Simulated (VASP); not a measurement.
# Zr (P6_3/mmc) in VASP: notebook

The runs below take Zr through single point, relaxation of volume and atoms at fixed shape, with PBEsol.

Everything below comes from runs of VASP 6.6.1. Logs are shortened: lines on timing, memory, paths and dates and some standing lists are left out, and cuts for length are marked.

## (1) The cell of the first run

It takes space group P6_3/mmc (No. 194, hexagonal). Conventional cell: a = 3.192 Å, b = 3.192 Å, c = 5.084 Å, α = 90.00°, β = 90.00°, γ = 120.00°. Zr (site symmetry -6m2) has 12 Zr at 3.14 to 3.19 Å within 4.1 Å.

## (2) Single point, PBEsol

INCAR reads:

```
SYSTEM = Zr
  ALGO = Normal
  EDIFF = 1E-6
  ENCUT = 520
  GGA = PS
  ISIF = 2
  ISMEAR = 0
  LASPH = .True.
  LCHARG = .False.
  LREAL = .False.
  LWAVE = .False.
  NBANDS = 19
  NELM = 100
  PREC = Accurate
  SIGMA = 0.05
```

KPOINTS reads:

```
k-points
0
Gamma
  6 6 4
  0 0 0
```

POSCAR reads:

```
Zr
1.0
    3.1923321045      0.0000000000      0.0000000000
   -1.5961660522      2.7646406998      0.0000000000
    0.0000000000      0.0000000000      5.0838321134
Zr
2
Direct
    0.3333333333      0.6666666667      0.2500000000
    0.6666666667      0.3333333333      0.7500000000
```

Potentials or basis: VASP PAW PBE potentials, release 64 (Zr_sv).

Launch:

```sh
$ cat potpaw_PBE.64/Zr_sv/POTCAR > POTCAR
$ mpirun -np 1 vasp_std > vasp.out
```

OUTCAR:

```text
SYSTEM = Zr
   EDIFF = 1E-6
   ENCUT = 520
   GGA = PS
   ISIF = 2
   ISMEAR = 0
   LASPH = .True.
   LREAL = .False.
   NELM = 100
   PREC = Accurate

 ion  position               nearest neighbor table
   1  0.333  0.667  0.250-   2 3.14   2 3.14   2 3.14   2 3.14   2 3.14   2 3.14
   2  0.667  0.333  0.750-   1 3.14   1 3.14   1 3.14   1 3.14   1 3.14   1 3.14

  LATTYP: Found a hexagonal cell.
 ALAT       =     3.1923321045
 C/A-ratio  =     1.5925135440

  Lattice vectors:

 A1 = (   3.1923321045,   0.0000000000,   0.0000000000)
 A2 = (  -1.5961660522,   2.7646406998,   0.0000000000)
 A3 = (   0.0000000000,   0.0000000000,   5.0838321134)

Analysis of symmetry for initial positions (statically):
=====================================================================
 Subroutine PRICEL returns:
 Original cell was already a primitive cell.

 Routine SETGRP: Setting up the symmetry group for a
 hexagonal supercell.

 Subroutine GETGRP returns: Found 24 space group operations
 (whereof 12 operations were pure point group operations)
 out of a pool of 24 trial point group operations.

The static configuration has the point symmetry D_3d.
 The point group associated with its full space group is D_6h.

Analysis of symmetry for dynamics (positions and initial velocities):
=====================================================================
 Subroutine PRICEL returns:
 Original cell was already a primitive cell.

 Routine SETGRP: Setting up the symmetry group for a
 hexagonal supercell.

 Subroutine GETGRP returns: Found 24 space group operations
 (whereof 12 operations were pure point group operations)
 out of a pool of 24 trial point group operations.

The dynamic configuration has the point symmetry D_3d.
 The point group associated with its full space group is D_6h.

 Subroutine INISYM returns: Found 24 space group operations
 (whereof 12 operations are pure point group operations),
 and found     1 'primitive' translations

----------------------------------------------------------------------------------------

                                     Primitive cell

  volume of cell :      44.8681

  direct lattice vectors                    reciprocal lattice vectors
     3.192332105  0.000000000  0.000000000     0.313250617  0.180855328  0.000000000
    -1.596166052  2.764640700  0.000000000     0.000000000  0.361710656  0.000000000
     0.000000000  0.000000000  5.083832113     0.000000000  0.000000000  0.196702011

  length of vectors
     3.192332105  3.192332104  5.083832113     0.361710656  0.361710656  0.196702011

  position of ions in fractional coordinates (direct lattice)
     0.333333333  0.666666667  0.250000000
     0.666666667  0.333333333  0.750000000

  ion indices of the primitive-cell ions
   primitive index   ion index
                 1           1
                 2           2

----------------------------------------------------------------------------------------

 KPOINTS: k-points

Automatic generation of k-mesh.
 Grid dimensions read from file:
 generate k-points for:    6    6    4

 Generating k-lattice:

  Cartesian coordinates                     Fractional coordinates (reciprocal lattice)
     0.052208436  0.030142555  0.000000000     0.166666667  0.000000000  0.000000000
     0.000000000  0.060285109  0.000000000     0.000000000  0.166666667  0.000000000
     0.000000000  0.000000000  0.049175503     0.000000000  0.000000000  0.250000000

  Length of vectors
     0.060285109  0.060285109  0.049175503

  Shift w.r.t. Gamma in fractional coordinates (k-lattice)
     0.000000000  0.000000000  0.000000000

 Subroutine IBZKPT returns following result:
 ===========================================

 Found     21 irreducible k-points:

 Following reciprocal coordinates:
            Coordinates               Weight
  0.000000  0.000000  0.000000      1.000000
  0.166667  0.000000  0.000000      6.000000
  0.333333  0.000000  0.000000      6.000000
  0.500000  0.000000  0.000000      3.000000
  0.166667  0.166667  0.000000      6.000000
  0.333333  0.166667  0.000000     12.000000
[... 13 lines left out ...]
  0.333333  0.166667  0.500000     12.000000
  0.333333  0.333333  0.500000      2.000000
   k-points           NKPTS =     21   k-points in BZ     NKDIM =     21   number of bands    NBANDS=     19
   number of dos      NEDOS =    301   number of ions     NIONS =      2
   total plane-waves  NPLWV =  23040
   dimension x,y,z NGX =    24 NGY =   24 NGZ =   40
   dimension x,y,z NGXF=    48 NGYF=   48 NGZF=   80
   ions per type =               2
   NGX,Y,Z   is equivalent  to a cutoff of  12.50, 12.50, 13.08 a.u.
   NGXF,Y,Z  is equivalent  to a cutoff of  25.00, 25.00, 26.16 a.u.
 SYSTEM =  Zr
   PREC   = accura    normal or accurate (medium, high low for compatibility)
   ISTART =      0    job   : 0-new  1-cont  2-samecut
   ICHARG =      2    charge: 1-file 2-atom 10-const
   ISPIN  =      1    spin polarized calculation?
   LNONCOLLINEAR =      F non collinear calculations
   LSORBIT =      F    spin-orbit coupling
   LASPH  =      T    aspherical Exc in radial PAW
   ENCUT  =  520.0 eV  38.22 Ry    6.18 a.u.   5.94  5.94  9.45*2*pi/ulx,y,z
   NELM   =    100;   NELMIN=  2; NELMDL= -5     # of ELM steps
   EDIFF  = 0.1E-05   stopping-criterion for ELM
   LREAL  =      F    real-space projection
   EDIFFG = 0.1E-04   stopping-criterion for IOM
   NSW    =      0    number of steps for IOM
   IBRION =     -1    ionic relax: 0-MD 1-quasi-New 2-CG
   NFREE  =      0    steps in history (QN), initial steepest desc. (CG)
   ISIF   =      2    stress and relaxation
   ISYM   =      2    0-nonsym 1-usesym 2-fastsym
   POTIM  = 0.5000    time-step for ionic-motion
   TEBEG  =    0.0;   TEEND  =   0.0 temperature during run
   PSTRESS=    0.0 pullay stress
   NELECT =      24.0000    total number of electrons
   NUPDOWN=      -1.0000    fix difference up-down
   EMIN   =  10.00;   EMAX   =-10.00  energy-range for DOS
   EFERMI =   0.00;   METHOD = LEGACY
   ISMEAR =     0;   SIGMA  =   0.05  broadening in eV -4-tet -1-fermi 0-gaus
   EFERMI_NEDOS =   21; number of points for ismear=-14 and -15
   IALGO  =     38    algorithm
   IMIX   =      4    mixing-type and parameters
     AMIX     =   0.40;   BMIX     =  1.00
     AMIX_MAG =   1.60;   BMIX_MAG =  1.00
  volume/ion in A,a.u.               =      22.43       151.39
  Fermi-wavevector in a.u.,A,eV,Ry     =   1.328921  2.511297 24.028321  1.766032
  Thomas-Fermi vector in A             =   2.458123
   LORBIT       =      0    0 simple, 1 ext, 2 COOP (PROOUT), +10 PAW based schemes
   GGA     = PS    functional components
   LHFCALC =     F    Hartree Fock is set to
   AEXX    =    0.0000 exact exchange contribution
   IVDW    =     0    specifies the selected vdW correction
   LEPSILON=     F    determine dielectric tensor
   LRPA    =     F    only Hartree local field effects (RPA)
 non-spin polarized calculation
 Gauss-broadening in eV      SIGMA  =   0.05
  energy-cutoff  :      520.00
  volume of cell :       44.87
 maximum number of plane-waves:      1236
 NGX is ok and might be reduce to    24
   NGX = 11   NGY = 11   NGZ = 19

 number of electron      24.0000000 magnetization

 Free energy of the ion-electron system (eV)
  ---------------------------------------------------
  ext. energy  EPLUGINS =         0.00000000
  ---------------------------------------------------
  free energy    TOTEN  =       -18.15655305 eV

  energy without entropy =      -18.15360525  energy(sigma->0) =      -18.15507915

 E-fermi :   9.3478     XC(G=0): -11.3728

 val. band max:        9.3207143514   @ k =   0.0000   0.0000   0.5000
 cond. band min:       9.3814901485   @ k =   0.1667   0.1667   0.5000
 fundamental gap:      0.0607757971
 Fermi energy:         9.3477918484

 k-point     1 :       0.0000    0.0000    0.0000
  band No.  band energies     occupation
      1     -39.3825      2.00000
      2     -39.2002      2.00000
      3     -18.0147      2.00000
      4     -17.0170      2.00000
      5     -17.0170      2.00000
      6     -16.8695      2.00000
[... 11 lines left out ...]
     18      11.4757      0.00000
     19      13.9017      0.00000

 k-point     2 :       0.1667    0.0000    0.0000
  band No.  band energies     occupation
      1     -39.3473      2.00000
      2     -39.1863      2.00000
      3     -17.9217      2.00000
      4     -17.2170      2.00000
      5     -17.0809      2.00000
      6     -17.0603      2.00000
[... 11 lines left out ...]
     18      11.5754      0.00000
     19      14.3126      0.00000

 k-point     3 :       0.3333    0.0000    0.0000
  band No.  band energies     occupation
      1     -39.2700      2.00000
      2     -39.1647      2.00000
      3     -17.6939      2.00000
      4     -17.6136      2.00000
      5     -17.4355      2.00000
      6     -17.1985      2.00000
[... 11 lines left out ...]
     18      13.3573      0.00000
     19      14.7300      0.00000

 k-point     4 :       0.5000    0.0000    0.0000
  band No.  band energies     occupation
      1     -39.2221      2.00000
      2     -39.1626      2.00000
      3     -17.8084      2.00000
      4     -17.6112      2.00000
      5     -17.5229      2.00000
      6     -17.2541      2.00000
[... 11 lines left out ...]
     18      14.8490      0.00000
     19      15.7658      0.00000

 k-point     5 :       0.1667    0.1667    0.0000
  band No.  band energies     occupation
      1     -39.2907      2.00000
      2     -39.1688      2.00000
      3     -17.7594      2.00000
      4     -17.4251      2.00000
      5     -17.4096      2.00000
      6     -17.1414      2.00000
[... 11 lines left out ...]
     18      13.2170      0.00000
     19      14.4245      0.00000
[... 268 lines left out ...]
      2     -39.1923      2.00000
      3     -17.8910      2.00000
      4     -17.8910      2.00000
      5     -17.1455      2.00000
      6     -17.1455      2.00000
[... 11 lines left out ...]
     18      14.7330      0.00000
     19      14.7518      0.00000

 k-point    19 :       0.1667    0.1667    0.5000
  band No.  band energies     occupation
      1     -39.2301      2.00000
      2     -39.2301      2.00000
      3     -17.6423      2.00000
      4     -17.6423      2.00000
      5     -17.1705      2.00000
      6     -17.1705      2.00000
[... 11 lines left out ...]
     18      13.5336      0.00000
     19      14.1411      0.00000

 k-point    20 :       0.3333    0.1667    0.5000
  band No.  band energies     occupation
      1     -39.1924      2.00000
      2     -39.1924      2.00000
      3     -17.8060      2.00000
      4     -17.8060      2.00000
      5     -17.2949      2.00000
      6     -17.2949      2.00000
[... 11 lines left out ...]
     18      14.2449      0.00000
     19      15.6307      0.00000

 k-point    21 :       0.3333    0.3333    0.5000
  band No.  band energies     occupation
      1     -39.1798      2.00000
      2     -39.1798      2.00000
      3     -17.7467      2.00000
      4     -17.7467      2.00000
      5     -17.4783      2.00000
      6     -17.4783      2.00000
[... 11 lines left out ...]
     18      13.8648      0.00000
     19      17.6865      0.00000

------------------------ aborting loop because EDIFF is reached ----------------------------------------

  FORCE on cell =-STRESS in cart. coord.  units (eV):
  Direction    XX          YY          ZZ          XY          YZ          ZX
  --------------------------------------------------------------------------------------
  -------------------------------------------------------------------------------------
  Total       -0.0709978     -0.0709978      0.1926193     -0.0000000     -0.0000000      0.0000000
  in kB       -2.5352298     -2.5352298      6.8781641     -0.0000000     -0.0000000      0.0000000
  external PRESSURE =       0.6025681 kB  Pullay stress =       0.0000000 kB

 VOLUME and BASIS-vectors are now :
 -----------------------------------------------------------------------------
  energy-cutoff  :      520.00
  volume of cell :       44.87
      direct lattice vectors                 reciprocal lattice vectors
     3.192332105  0.000000000  0.000000000     0.313250617  0.180855328  0.000000000
    -1.596166052  2.764640700  0.000000000     0.000000000  0.361710656  0.000000000
     0.000000000  0.000000000  5.083832113     0.000000000  0.000000000  0.196702011

 POSITION                                       TOTAL-FORCE (eV/Angst)
 -----------------------------------------------------------------------------------
     -0.00000      1.84309      1.27096         0.000000      0.000000      0.000000
      1.59617      0.92155      3.81287        -0.000000     -0.000000      0.000000
 -----------------------------------------------------------------------------------
    total drift:                               -0.000000      0.000000     -0.000000

  FREE ENERGIE OF THE ION-ELECTRON SYSTEM (eV)
  ---------------------------------------------------
  free  energy   TOTEN  =       -18.1565530492 eV

  energy  without entropy=      -18.1536052480  energy(sigma->0) =      -18.15507915
```

Wall time 12 s (1 thread of Intel Xeon Platinum 8259CL at 2.50GHz (Skylake/Cascade Lake), shared host); peak memory 0.16 GiB.

Results:

```yaml
Free_energy: -18.1566 eV
Pressure: 0.1 GPa
Band_gap_on_the_k_mesh: zero (band 12 reaches 10.15 eV, above the bottom of band 13 at 9.30 eV)
```

Stress tensor (GPa, compression positive):
```
-0.25  0.00  0.00
 0.00 -0.25  0.00
 0.00  0.00  0.69
```

Caveat: the k points lie up to 0.38 Å⁻¹ apart; the PAW data sets were made with another functional, which shifts forces and pressure a little.

## (3) Relaxation of volume and atoms at fixed shape, PBEsol

This run uses another cell than the first one, of 23.28 Å³/atom, 1.038 times its volume.

INCAR reads:

```
ALGO = Normal ; EDIFF = 1E-6
EDIFFG = -0.01 ; ENCUT = 600
GGA = PS ; IBRION = 2
ISIF = 8 ; ISMEAR = 0
LASPH = T ; LCHARG = F
LREAL = F ; LWAVE = F
NELM = 80 ; NSW = 80
PREC = Accurate ; SIGMA = 0.05
```

KPOINTS reads:

```
k-points
0
Gamma
  6 6 4
```

POSCAR reads:

```
Zr
1.0
    3.2320000000      0.0000000000      0.0000000000
   -1.6160000000      2.7989900000      0.0000000000
    0.0000000000      0.0000000000      5.1470000000
Zr
2
Direct
    0.3333333333      0.6666666667      0.2500000000
    0.6666666667      0.3333333333      0.7500000000
```

Potentials or basis: VASP PAW PBE potentials, release 64 (Zr_sv).

Launch:

```sh
$ cat potpaw_PBE.64/Zr_sv/POTCAR > POTCAR
$ mpirun -np 1 vasp_std > vasp.out
```

Wall time 44 s (1 thread of Intel Xeon Platinum 8259CL at 2.50GHz (Skylake/Cascade Lake), shared host); peak memory 0.19 GiB.

The run converged. Its results:

```
Free energy                            : -18.1577 eV
Relaxed volume                         : 22.46 Å³/atom
Relaxed cell                           : a = 3.194 Å, b = 3.194 Å, c = 5.086 Å, α = 90.00°, β = 90.00°, γ = 120.00°
Space group after relaxing (to 0.05 Å) : P6_3/mmc (No. 194)
Energy gained by relaxing              : 9.1 meV/atom
Ionic steps                            : 3
Pressure after relaxing                : 0.0 GPa
Band gap on the k mesh                 : zero (band 12 reaches 10.13 eV, above the bottom of band 13 at 9.28 eV)
```

Stress tensor (GPa, compression positive):
```
-0.33  0.00  0.00
 0.00 -0.33  0.00
 0.00  0.00  0.60
```

Step by step:
```tsv
step	energy change (eV)	largest force (eV/Å)	pressure (GPa)	volume (Å³)
1	0.0000	0.0000	-3.45	46.56
2	0.0014	0.0000	3.92	43.27
3	-0.0183	0.0000	-0.02	44.92
```

Final structure:
```xyz
2
Lattice="3.1935 0.0000 0.0000 -1.5968 2.7657 0.0000 0.0000 0.0000 5.0857" Properties=species:S:1:pos:R:3 pbc="T T T"
Zr    0.0000    1.8438    1.2714
Zr    1.5968    0.9219    3.8143
```

Levels at points of the mesh, in eV from the Fermi level:
```csv
k point,band 9,band 10,band 11,band 12,band 13,band 14,band 15,band 16
"(0.00, 0.00, 0.00)",-5.80,-3.21,0.80,0.80,0.96,1.26,1.53,1.53
"(0.50, 0.00, 0.00)",-2.77,-2.64,-2.32,-0.19,0.45,0.75,1.46,5.06
"(0.00, 0.00, 0.50)",-4.04,-4.04,-0.03,-0.03,0.70,0.70,0.70,0.70
"(0.50, 0.00, 0.50)",-3.05,-3.05,-1.19,-1.19,1.70,1.70,2.21,2.21
```

Caveat: the k points lie up to 0.38 Å⁻¹ apart in the final cell; the PAW data sets were made with another functional, which shifts forces and pressure a little.
